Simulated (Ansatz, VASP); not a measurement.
# One calculation of Al5Rh, two programs

The input INCAR:

```
SYSTEM = Al5Rh
ALGO = Normal ; EDIFF = 1E-6
ENCUT = 520 ; GGA = PE
ISIF = 2 ; ISMEAR = 0
LASPH = .True. ; LCHARG = .True.
LELF = .True. ; LREAL = .False.
LVHAR = .True. ; LWAVE = .False.
NBANDS = 24 ; NELM = 60
PREC = Accurate ; SIGMA = 0.1
```

KPOINTS

```
k-points
0
Gamma
  4 4 4
  0 0 0
```

POSCAR

```
Al5Rh
1.0
    0.0000000000      3.5189162800      3.5189162800
    3.5189162800      0.0000000000      3.5189162800
    3.5189162800      3.5189162800      0.0000000000
Al Rh
5 1
Direct
    0.3752183100      0.8743450600      0.3752183100
    0.3752183100      0.3752183100      0.3752183100
    0.7500000000      0.7500000000      0.7500000000
    0.8743450600      0.3752183100      0.3752183100
    0.3752183100      0.3752183100      0.8743450600
    0.0000000000      0.0000000000      0.0000000000
```

Input for Ansatz:

```yaml
crystal:
  lattice:
    - [0.0, 3.51891628, 3.51891628]
    - [3.51891628, 0.0, 3.51891628]
    - [3.51891628, 3.51891628, 0.0]
  atoms:
    - { symbol: Al, position: [0.37521831, 0.87434506, 0.37521831] }
    - { symbol: Al, position: [0.37521831, 0.37521831, 0.37521831] }
    - { symbol: Al, position: [0.75, 0.75, 0.75] }
    - { symbol: Al, position: [0.87434506, 0.37521831, 0.37521831] }
    - { symbol: Al, position: [0.37521831, 0.37521831, 0.87434506] }
    - { symbol: Rh, position: [0.0, 0.0, 0.0] }
basis:
  ecutwfc: 420
kpoints:
  mp_grid: { grid: [4, 4, 4] }
hamiltonian:
  xc: pbe
scf:
  occupations: { method: gaussian, width: 0.1 }
  lower_state_search: "off"
output:
  forces: true
  stress: true
  eigenvalues: true
```

Change from the starting cell: species swapped into the CaAu5 type (F-43m, No. 216).

Alike in both runs: task single point; functional PBE; k mesh 4 × 4 × 4; occupations gaussian, width 0.1 eV; no spin polarisation.

```csv
,VASP,Ansatz
version,VASP 6.6.1,Ansatz 0.2.0
potentials or method,"VASP PAW PBE potentials, release 64 (Al, Rh_pv), cutoff 520 eV","scalar-relativistic, plane waves, PAW"
valence electrons in the cell,30,32
```

Ansatz gave:

| Quantity | Value |
| --- | --- |
| gap on the k mesh at the Fermi level (eV) | none |
| pressure (GPa) | 10.6 |
| rms of the force components (eV/Å) | 0.048 |

Q: Estimate VASP's values.

A: gap on the k mesh at the Fermi level (eV): none; pressure (GPa): 10.5; rms of the force components (eV/Å): 0.049.

Atom by atom the forces differ by 0.001 eV/Å (rms over components). A gap of «none» marks a metal or a gap that the smearing closes. With one functional, cell and mesh, what is left measures potentials, basis and numerics. VASP's potentials hold 30 valence electrons a cell and Ansatz's 32, so a difference there can come from the potentials and not from the codes.

The k mesh is coarse, so the values compare programs but aren't converged.
